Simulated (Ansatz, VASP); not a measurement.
## One calculation of FeRu, two programs

The input INCAR:

```
ALGO = Normal
EDIFF = 1E-6
ENCUT = 690
GGA = CA
GGA_COMPAT = False
ISIF = 2
ISMEAR = -1
LASPH = True
LCHARG = False
LREAL = False
LWAVE = False
NBANDS = 23
NELM = 120
PREC = Accurate
SIGMA = 0.05
```

The input KPOINTS:

```
k-points
0
Gamma
  12 12 7
```

File POSCAR:

```
FeRu
1.0
    2.4736361305      0.0000000000      0.0000000000
   -1.2368180653      2.1422317288      0.0000000000
    0.0000000000      0.0000000000      3.8096924304
Fe Ru
1 1
Direct
    0.0000000000      0.0000000000      0.5000000000
    0.6666666667      0.3333333333      0.0000000000
```

Input for Ansatz:

```yaml
crystal:
  lattice:
    - [2.4736361305, 0.0, 0.0]
    - [-1.2368180653, 2.1422317288, 0.0]
    - [0.0, 0.0, 3.8096924304]
  atoms:
    - { symbol: Fe, position: [0.0, 0.0, 0.5] }
    - { symbol: Ru, position: [0.6666666667, 0.3333333333, 0.0] }
kpoints:
  mp_grid: { grid: [12, 12, 7] }
scf:
  occupations: { method: fermi_dirac, width: 0.05 }
hamiltonian:
  xc: lda
  pseudopotentials: { kind: paw }
output:
  forces: true
  stress: true
  eigenvalues: true
```

Change from the starting cell: volume scaled by 0.82, no spin polarisation, PAW files.

Alike in both runs: task single point; functional LDA; k mesh 12 × 12 × 7; occupations fermi-dirac, width 0.05 eV; no spin polarisation.

```csv
,VASP,Ansatz
version,VASP 6.6.1,Ansatz 0.2.0
potentials or method,"VASP PAW LDA potentials, release 64 (Fe_sv, Ru_sv)","PAW with Ansatz's default frozen-core files, scalar-relativistic"
plane-wave cutoff (eV),690,420
valence electrons in the cell,32,32
```

VASP gave:

| Item | Value |
| --- | --- |
| pressure (GPa) | 61.1 |
| traceless stress, the component that is largest in VASP (GPa) | 2.44 |

Q: Estimate Ansatz's values.

A: Pressure (GPa): 61.1; traceless stress, the component that is largest in VASP (GPa): 2.58.

LDA's correlation is that of Perdew and Zunger in VASP and of Perdew and Wang (1992) in Ansatz. Both programs put the cell under a high pressure, so it lies far from rest at this level.

Noted on VASP's run: the cell as given lies far from equilibrium.
